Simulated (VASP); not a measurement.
# Si3N4 (Fd-3m) in VASP: notebook

Si3N4 is run at these levels: PBE; tasks: relaxation of the atoms, single point.

Program: VASP 6.6.1. These are calculated values, not measurements. Logs are shortened: lines on timing, memory, paths and dates and some standing lists are left out, and cuts for length are marked.

**1. The cell of the first run**

It takes space group Fd-3m (No. 227, cubic). The conventional cell has a = 7.630 Å, b = 7.630 Å, c = 7.630 Å, α = 90.00°, β = 90.00°, γ = 90.00°. Si (site symmetry -3m) has 6 N at 1.85 Å within 2.5 Å. Si (site symmetry -43m) has 4 N at 1.75 Å within 2.3 Å. Within 2.3 Å of N (site symmetry 3m) lie 4 Si at 1.75 to 1.85 Å.

**2. Relaxation of the atoms, PBE (7.93 Å³/atom)**

Input file INCAR:

```
ALGO = Normal ; EDIFF = 1E-7
EDIFFG = -0.01 ; ENCUT = 520
GGA = PE ; IBRION = 2
ISIF = 2 ; ISMEAR = 0
LASPH = True ; LCHARG = False
LREAL = False ; LWAVE = False
NELM = 80 ; NSW = 50
PREC = Accurate ; SIGMA = 0.02
```

Input file KPOINTS:

```
k-points
0
Gamma
  6 6 6
```

Input file POSCAR:

```
Si3N4
1.0
    0.0000000000      3.8151143077      3.8151143077
    3.8151143077      0.0000000000      3.8151143077
    3.8151143077      3.8151143077      0.0000000000
Si N
6 8
Direct
    0.1250000000      0.1250000000      0.6250000000
    0.1250000000      0.6250000000      0.1250000000
    0.6250000000      0.1250000000      0.1250000000
    0.1250000000      0.1250000000      0.1250000000
    0.7500000000      0.7500000000      0.7500000000
    0.5000000000      0.5000000000      0.5000000000
    0.3677104255      0.3677104255      0.3677104255
    0.3531312764      0.8822895745      0.8822895745
    0.8822895745      0.8822895745      0.3531312764
    0.8822895745      0.3531312764      0.8822895745
    0.3677104255      0.3677104255      0.8968687236
    0.3677104255      0.8968687236      0.3677104255
    0.8822895745      0.8822895745      0.8822895745
    0.8968687236      0.3677104255      0.3677104255
```

Potentials or basis: VASP PAW PBE potentials, release 64 (Si, N).

Started as:

```
> cat potpaw_PBE.64/Si/POTCAR potpaw_PBE.64/N/POTCAR > POTCAR
> mpirun -np 1 vasp_std > vasp.out
```

OUTCAR:

```text
EDIFF = 1E-7
   EDIFFG = -0.01
   ENCUT = 520
   GGA = PE
   IBRION = 2
   ISIF = 2
   ISMEAR = 0
   LASPH = True
   LREAL = False
   NELM = 80
   NSW = 50
   PREC = Accurate

 ion  position               nearest neighbor table
   1  0.125  0.125  0.625-   8 1.85  10 1.85  12 1.85  14 1.85  13 1.85   7 1.85   4 2.70   2 2.70
                             3 2.70   4 2.70   2 2.70   3 2.70
   2  0.125  0.625  0.125-   8 1.85   9 1.85  11 1.85  14 1.85  13 1.85   7 1.85   4 2.70   1 2.70
                             1 2.70   3 2.70   4 2.70   3 2.70
   3  0.625  0.125  0.125-   9 1.85  10 1.85  11 1.85  12 1.85   7 1.85  13 1.85   4 2.70   1 2.70
                             2 2.70   1 2.70   2 2.70   4 2.70
   4  0.125  0.125  0.125-   9 1.85  11 1.85  10 1.85   8 1.85  12 1.85  14 1.85   1 2.70   2 2.70
                             3 2.70   1 2.70   2 2.70   3 2.70
   5  0.750  0.750  0.750-  13 1.75   9 1.75  10 1.75   8 1.75
   6  0.500  0.500  0.500-   7 1.75  11 1.75  12 1.75  14 1.75
   7  0.368  0.368  0.368-   6 1.75   2 1.85   3 1.85   1 1.85
   8  0.353  0.882  0.882-   5 1.75   2 1.85   1 1.85   4 1.85
   9  0.882  0.882  0.353-   5 1.75   3 1.85   2 1.85   4 1.85
  10  0.882  0.353  0.882-   5 1.75   3 1.85   1 1.85   4 1.85
  11  0.368  0.368  0.897-   6 1.75   3 1.85   2 1.85   4 1.85
  12  0.368  0.897  0.368-   6 1.75   3 1.85   1 1.85   4 1.85
  13  0.882  0.882  0.882-   5 1.75   2 1.85   3 1.85   1 1.85
  14  0.897  0.368  0.368-   6 1.75   2 1.85   1 1.85   4 1.85

  LATTYP: Found a face centered cubic cell.
 ALAT       =     7.6302286154

  Lattice vectors:

 A1 = (   0.0000000000,   3.8151143077,   3.8151143077)
 A2 = (   3.8151143077,   0.0000000000,   3.8151143077)
 A3 = (   3.8151143077,   3.8151143077,   0.0000000000)

Analysis of symmetry for initial positions (statically):
=====================================================================
 Subroutine PRICEL returns:
 Original cell was already a primitive cell.

 Routine SETGRP: Setting up the symmetry group for a
 face centered cubic supercell.

 Subroutine GETGRP returns: Found 48 space group operations
 (whereof 24 operations were pure point group operations)
 out of a pool of 48 trial point group operations.

The static configuration has the point symmetry T_d .
 The point group associated with its full space group is O_h .

Analysis of symmetry for dynamics (positions and initial velocities):
=====================================================================
 Subroutine PRICEL returns:
 Original cell was already a primitive cell.

 Routine SETGRP: Setting up the symmetry group for a
 face centered cubic supercell.

 Subroutine GETGRP returns: Found 48 space group operations
 (whereof 24 operations were pure point group operations)
 out of a pool of 48 trial point group operations.

[... 111 lines left out ...]
   LNONCOLLINEAR =      F non collinear calculations
   LSORBIT =      F    spin-orbit coupling
   LASPH  =      T    aspherical Exc in radial PAW
   ENCUT  =  520.0 eV  38.22 Ry    6.18 a.u.  10.03 10.03 10.03*2*pi/ulx,y,z
   NELM   =     80;   NELMIN=  2; NELMDL= -5     # of ELM steps
   EDIFF  = 0.1E-06   stopping-criterion for ELM
   LREAL  =      F    real-space projection
   EDIFFG = -.1E-01   stopping-criterion for IOM
   NSW    =     50    number of steps for IOM
   IBRION =      2    ionic relax: 0-MD 1-quasi-New 2-CG
   NFREE  =      1    steps in history (QN), initial steepest desc. (CG)
   ISIF   =      2    stress and relaxation
   ISYM   =      2    0-nonsym 1-usesym 2-fastsym
   POTIM  = 0.5000    time-step for ionic-motion
   TEBEG  =    0.0;   TEEND  =   0.0 temperature during run
   PSTRESS=    0.0 pullay stress
   NELECT =      64.0000    total number of electrons
   NUPDOWN=      -1.0000    fix difference up-down
   EMIN   =  10.00;   EMAX   =-10.00  energy-range for DOS
   EFERMI =   0.00;   METHOD = LEGACY
   ISMEAR =     0;   SIGMA  =   0.02  broadening in eV -4-tet -1-fermi 0-gaus
   EFERMI_NEDOS =   21; number of points for ismear=-14 and -15
   IALGO  =     38    algorithm
   IMIX   =      4    mixing-type and parameters
     AMIX     =   0.40;   BMIX     =  1.00
     AMIX_MAG =   1.60;   BMIX_MAG =  1.00
  volume/ion in A,a.u.               =       7.93        53.53
  Fermi-wavevector in a.u.,A,eV,Ry     =   1.362335  2.574440 25.251826  1.855957
  Thomas-Fermi vector in A             =   2.488834
   LORBIT       =      0    0 simple, 1 ext, 2 COOP (PROOUT), +10 PAW based schemes
   GGA     = PE    functional components
   LHFCALC =     F    Hartree Fock is set to
   AEXX    =    0.0000 exact exchange contribution
   IVDW    =     0    specifies the selected vdW correction
   LEPSILON=     F    determine dielectric tensor
   LRPA    =     F    only Hartree local field effects (RPA)
 conjugate gradient relaxation of ions
 non-spin polarized calculation
 Gauss-broadening in eV      SIGMA  =   0.02
  energy-cutoff  :      520.00
  volume of cell :      111.06
 maximum number of plane-waves:      3024
   NGX = 21   NGY = 21   NGZ = 21

--------------------------------------- Ionic step        1  -------------------------------------------

 number of electron      64.0000007 magnetization

 Free energy of the ion-electron system (eV)
  ---------------------------------------------------
  ext. energy  EPLUGINS =         0.00000000
  ---------------------------------------------------
  free energy    TOTEN  =      -112.05232133 eV

  energy without entropy =     -112.05232133  energy(sigma->0) =     -112.05232133

------------------------ aborting loop because EDIFF is reached ----------------------------------------

  FORCE on cell =-STRESS in cart. coord.  units (eV):
  Direction    XX          YY          ZZ          XY          YZ          ZX
  --------------------------------------------------------------------------------------
  -------------------------------------------------------------------------------------
  Total       14.2101716     14.2101716     14.2101716     -0.0000000      0.0000000      0.0000000
  in kB      205.0015975    205.0015975    205.0015975     -0.0000000      0.0000000      0.0000000
  external PRESSURE =     205.0015975 kB  Pullay stress =       0.0000000 kB
[... 83 lines left out ...]
--------------------------------------- Ionic step        3  -------------------------------------------

 number of electron      64.0000008 magnetization

 Free energy of the ion-electron system (eV)
  ---------------------------------------------------
  ext. energy  EPLUGINS =         0.00000000
  ---------------------------------------------------
  free energy    TOTEN  =      -112.05340604 eV

  energy without entropy =     -112.05340604  energy(sigma->0) =     -112.05340604

 E-fermi :  10.0699     XC(G=0): -12.5152

 val. band max:        9.9245420562   @ k =  -0.1667   0.1667   0.0000
 cond. band min:      13.5026041623   @ k =   0.0000   0.0000   0.0000
 fundamental gap:      3.5780621061
 Fermi energy:        10.0698545506

 k-point     1 :       0.0000    0.0000    0.0000
  band No.  band energies     occupation
      1      -9.4540      2.00000
      2      -5.9398      2.00000
      3      -4.9797      2.00000
      4      -4.9797      2.00000
      5      -4.9797      2.00000
      6      -3.9162      2.00000
[... 718 lines left out ...]
  FREE ENERGIE OF THE ION-ELECTRON SYSTEM (eV)
  ---------------------------------------------------
  free  energy   TOTEN  =      -112.0534060429 eV

  energy  without entropy=     -112.0534060429  energy(sigma->0) =     -112.05340604

 reached required accuracy - stopping structural energy minimisation
```

Wall time 4.3 min (1 thread of AMD EPYC 7R43 (Zen 3), shared host); peak memory 0.2 GiB.

Results:

```yaml
Free_energy: -112.0534 eV
Energy_gained_by_relaxing: 0.1 meV/atom
Ionic_steps: 3
Pressure_after_relaxing: 20.4 GPa
Band_gap_on_the_k_mesh: 3.58 eV (least direct gap 3.60 eV)
```

Step by step:
| step | energy change (eV) | largest force (eV/Å) | pressure (GPa) |
| --- | --- | --- | --- |
| 1 | 0.0000 | 0.1203 | 20.50 |
| 2 | 0.0016 | 0.1898 | 20.28 |
| 3 | -0.0011 | 0.0003 | 20.41 |

Final structure:
```
Si N
1.0
     0.00000    3.81511    3.81511
     3.81511    0.00000    3.81511
     3.81511    3.81511    0.00000
Si N
6 8
Cartesian
  2.8613 2.8613 0.9538
  2.8613 0.9538 2.8613
  0.9538 2.8613 2.8613
  0.9538 0.9538 0.9538
  5.7227 5.7227 5.7227
  3.8151 3.8151 3.8151
  2.8070 2.8070 2.8070
  6.7308 4.7146 4.7146
  4.7146 4.7146 6.7308
  4.7146 6.7308 4.7146
  4.8232 4.8232 2.8070
  4.8232 2.8070 4.8232
  6.7308 6.7308 6.7308
  2.8070 4.8232 4.8232
```

Levels at points of the mesh, in eV from the valence-band top:
```tsv
k point	band 29	band 30	band 31	band 32	band 33	band 34	band 35	band 36
(0.00, 0.00, 0.00)	-0.21	-0.02	-0.02	-0.02	3.58	3.58	3.58	5.27
(0.50, 0.00, 0.00)	-0.49	-0.49	-0.39	-0.39	5.19	5.95	5.95	6.75
(0.50, 0.50, 0.00)	-1.17	-1.17	-0.50	-0.50	6.94	6.94	7.25	7.25
```

**3. Single point, PBE (7.43 Å³/atom)**

This run uses another cell than the first one, of 7.43 Å³/atom.

Input file INCAR:

```
SYSTEM = Si3N4
PREC     = Accurate       ! precision mode
ENCUT    = 520            ! plane-wave cutoff, eV
EDIFF    = 1E-6           ! SCF threshold, eV
ISMEAR   = 0              ! smearing method
SIGMA    = 0.02           ! smearing width, eV
LREAL    = .FALSE.        ! projectors in reciprocal space
LASPH    = .TRUE.         ! aspherical terms in the spheres
NELM     = 60             ! most SCF steps
ALGO     = Normal         ! electronic algorithm
ISIF     = 2              ! what is computed and relaxed
LWAVE    = .FALSE.        ! write WAVECAR
LCHARG   = .TRUE.         ! write CHGCAR
GGA      = PE             ! functional
LELF     = .TRUE.         ! ELF
LVHAR    = .TRUE.       
NBANDS   = 45             ! bands
```

Input file KPOINTS:

```
regular mesh
0
G
  6 6 6
  0 0 0
```

Input file POSCAR:

```
Si3N4
1.0
    0.0000000000      3.7321506069      3.7321506069
    3.7321506069      0.0000000000      3.7321506069
    3.7321506069      3.7321506069      0.0000000000
Si N
6 8
Direct
    0.1250000000      0.1250000000      0.6250000000
    0.1250000000      0.6250000000      0.1250000000
    0.6250000000      0.1250000000      0.1250000000
    0.1250000000      0.1250000000      0.1250000000
    0.7500000000      0.7500000000      0.7500000000
    0.5000000000      0.5000000000      0.5000000000
    0.3681577112      0.3681577112      0.3681577112
    0.3544731336      0.8818422888      0.8818422888
    0.8818422888      0.8818422888      0.3544731336
    0.8818422888      0.3544731336      0.8818422888
    0.3681577112      0.3681577112      0.8955268664
    0.3681577112      0.8955268664      0.3681577112
    0.8818422888      0.8818422888      0.8818422888
    0.8955268664      0.3681577112      0.3681577112
```

Potentials or basis: VASP PAW PBE potentials, release 64 (Si, N).

Started as:

```
> cat potpaw_PBE.64/Si/POTCAR potpaw_PBE.64/N/POTCAR > POTCAR
> mpirun -np 1 vasp_std > vasp.out
```

OUTCAR:

```text
SYSTEM = Si3N4
   PREC = Accurate
   ENCUT = 520
   EDIFF = 1E-6
   ISMEAR = 0
   LREAL = .FALSE.
   LASPH = .TRUE.
   NELM = 60
   ISIF = 2
   GGA = PE

 ion  position               nearest neighbor table
   1  0.125  0.125  0.625-   7 1.82  13 1.82  10 1.82  12 1.82   8 1.82  14 1.82   4 2.64   2 2.64
                             3 2.64   4 2.64   2 2.64   3 2.64   6 3.09   5 3.09   5 3.09   6 3.09
   2  0.125  0.625  0.125-   7 1.82  13 1.82   9 1.82  11 1.82   8 1.82  14 1.82   4 2.64   1 2.64
                             1 2.64   3 2.64   4 2.64   3 2.64   6 3.09   6 3.09   5 3.09   5 3.09
   3  0.625  0.125  0.125-   7 1.82  13 1.82  10 1.82  11 1.82  12 1.82   9 1.82   4 2.64   1 2.64
                             2 2.64   1 2.64   2 2.64   4 2.64   6 3.09   6 3.09   6 3.09   5 3.09
   4  0.125  0.125  0.125-   8 1.82   9 1.82  10 1.82  11 1.82  12 1.82  14 1.82   1 2.64   2 2.64
                             3 2.64   1 2.64   2 2.64   3 2.64   5 3.09   6 3.09   5 3.09   6 3.09
   5  0.750  0.750  0.750-   8 1.70   9 1.70  10 1.70  13 1.70   2 3.09   3 3.09   1 3.09   2 3.09
                             3 3.09   4 3.09   1 3.09   3 3.09   4 3.09   1 3.09   2 3.09   4 3.09
   6  0.500  0.500  0.500-  11 1.70  12 1.70  14 1.70   7 1.70   3 3.09   4 3.09   2 3.09   3 3.09
                             4 3.09   1 3.09   2 3.09   3 3.09   1 3.09   2 3.09   4 3.09   1 3.09
[... 974 lines left out ...]
  -------------------------------------------------------------------------------------
  Total       31.4929692     31.4929692     31.4929692      0.0000000      0.0000000      0.0000000
  in kB      485.3071746    485.3071746    485.3071746      0.0000000      0.0000000      0.0000000
  external PRESSURE =     485.3071746 kB  Pullay stress =       0.0000000 kB

 VOLUME and BASIS-vectors are now :
 -----------------------------------------------------------------------------
  energy-cutoff  :      520.00
  volume of cell :      103.97
      direct lattice vectors                 reciprocal lattice vectors
     0.000000000  3.732150607  3.732150607    -0.133971014  0.133971014  0.133971014
     3.732150607  0.000000000  3.732150607     0.133971014 -0.133971014  0.133971014
     3.732150607  3.732150607  0.000000000     0.133971014  0.133971014 -0.133971014

 POSITION                                       TOTAL-FORCE (eV/Angst)
 -----------------------------------------------------------------------------------
      2.79911      2.79911      0.93304        -0.000000     -0.000000     -0.000000
      2.79911      0.93304      2.79911        -0.000000     -0.000000     -0.000000
      0.93304      2.79911      2.79911        -0.000000     -0.000000     -0.000000
      0.93304      0.93304      0.93304        -0.000000     -0.000000     -0.000000
      5.59823      5.59823      5.59823        -0.000000     -0.000000     -0.000000
      3.73215      3.73215      3.73215        -0.000000     -0.000000     -0.000000
      2.74804      2.74804      2.74804         0.005253      0.005253      0.005253
      6.58234      4.61412      4.61412        -0.005253      0.005253      0.005253
      4.61412      4.61412      6.58234         0.005253      0.005253     -0.005253
      4.61412      6.58234      4.61412         0.005253     -0.005253      0.005253
      4.71626      4.71626      2.74804        -0.005253     -0.005253      0.005253
      4.71626      2.74804      4.71626        -0.005253      0.005253     -0.005253
      6.58234      6.58234      6.58234        -0.005253     -0.005253     -0.005253
      2.74804      4.71626      4.71626         0.005253     -0.005253     -0.005253
 -----------------------------------------------------------------------------------
    total drift:                                0.000000      0.000000      0.000000

  FREE ENERGIE OF THE ION-ELECTRON SYSTEM (eV)
  ---------------------------------------------------
  free  energy   TOTEN  =      -110.5529767590 eV

  energy  without entropy=     -110.5529767590  energy(sigma->0) =     -110.55297676
```

stdout:

```text
POSCAR found type information on POSCAR SiN
 POSCAR found :  2 types and      14 ions
 scaLAPACK will be used
 LDA part: xc-table for (Slater+PW92), standard interpolation
 POSCAR, INCAR and KPOINTS ok, starting setup
 FFT: planning ... GRIDC
 FFT: planning ... GRID_SOFT
 FFT: planning ... GRID
 WAVECAR not read
 entering main loop
```

Wall time 72 s (1 thread of Intel Xeon Platinum 8259CL at 2.50GHz (Skylake/Cascade Lake), shared host); peak memory 0.25 GiB.

Results:

| Property | Result |
| --- | --- |
| Free energy | -110.5530 eV |
| Pressure | 48.5 GPa |
| Largest force | 0.009 eV/Å |
| Band gap on the k mesh | 3.85 eV |

Forces on the atoms (eV/Å):
```
Si   0.000  0.000  0.000
Si   0.000  0.000  0.000
Si   0.000  0.000  0.000
Si   0.000  0.000  0.000
Si   0.000  0.000  0.000
Si   0.000  0.000  0.000
N    0.005  0.005  0.005
N   -0.005  0.005  0.005
N    0.005  0.005 -0.005
N    0.005 -0.005  0.005
N   -0.005 -0.005  0.005
N   -0.005  0.005 -0.005
N   -0.005 -0.005 -0.005
N    0.005 -0.005 -0.005
```

Caveat: the cell stands under pressure. A k mesh can miss the band edges.
